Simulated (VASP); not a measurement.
**Ti: relaxation of shape and atoms at fixed volume with PBE**

The system is Ti.

```
Ti
1.0
     4.55883    0.00000    0.00000
    -2.27941    3.94806    0.00000
     0.00000    0.00000    2.81059
Ti
3
Direct
  0.00000 0.00000 0.00000
  0.33333 0.66667 0.50000
  0.66667 0.33333 0.50000
```

This cell differs from its parent crystal: volume scaled by 0.98.

```
Program                : VASP 6.6.1
Task                   : relaxation of shape and atoms at fixed volume
Functional             : PBE
Potentials or basis    : VASP PAW PBE potentials, release 64 (Ti_sv)
Cutoff                 : 600 eV
k mesh                 : 12 × 12 × 14
Occupations            : fermi-dirac, width 0.15 eV
Spin                   : no spin polarisation
Dipole correction      : no
Further INCAR settings : ALGO = Fast; EDIFF = 1e-06; IBRION = 2; EDIFFG = -0.001; NSW = 80; ISIF = 4
```

```yaml
Energy_gained_by_relaxing: 0.1 meV/atom
Ionic_steps: 10
Pressure_after_relaxing: 2.0 GPa
Band_gap_on_the_k_mesh: zero (band 18 reaches 8.76 eV, above the bottom of band 19 at 8.47 eV)
```

The path:
```tsv
step	energy change (eV)	largest force (eV/Å)	pressure (GPa)	volume (Å³)
1	0.0000	0.0000	1.93	50.59
2	-0.0002	0.0000	2.03	50.59
3	-0.0002	0.0000	2.03	50.59
4	-0.0002	0.0000	2.03	50.59
5	-0.0002	0.0000	2.03	50.59
6	-0.0002	0.0000	2.03	50.59
7	-0.0002	0.0000	2.03	50.59
8	-0.0002	0.0000	2.03	50.59
9	-0.0002	0.0000	2.03	50.59
10	-0.0002	0.0000	2.03	50.59
```

Final structure:
```yaml
crystal:
  lattice:
    - [4.55775, 0.00000, 0.00000]
    - [-2.27887, 3.94713, 0.00000]
    - [0.00000, 0.00000, 2.81193]
  atoms:
    - { symbol: Ti, position: [0.00000, 0.00000, 0.00000] }
    - { symbol: Ti, position: [0.33333, 0.66667, 0.50000] }
    - { symbol: Ti, position: [0.66667, 0.33333, 0.50000] }
```

Levels at points of the mesh, in eV from the Fermi level:
```csv
k point,band 15,band 16,band 17,band 18,band 19,band 20,band 21,band 22
"(0.00, 0.00, 0.00)",-0.67,-0.67,-0.59,-0.59,-0.01,0.72,1.35,1.35
"(0.50, 0.00, 0.00)",-2.62,-0.39,-0.37,-0.34,0.11,0.57,1.11,1.17
"(0.00, 0.00, 0.50)",-2.09,-1.69,-1.61,-1.61,1.09,1.09,1.30,1.30
"(0.50, 0.00, 0.50)",-1.70,-1.15,-0.66,-0.60,0.41,0.89,1.00,1.10
```

It took 7.5 min on 1 thread of Intel(R) Xeon(R) 6975P-C (Granite Rapids), with other jobs on the host, peak memory 0.3 GiB.

Caveat: the cell differs from its parent crystal (volume scaled by 0.98).
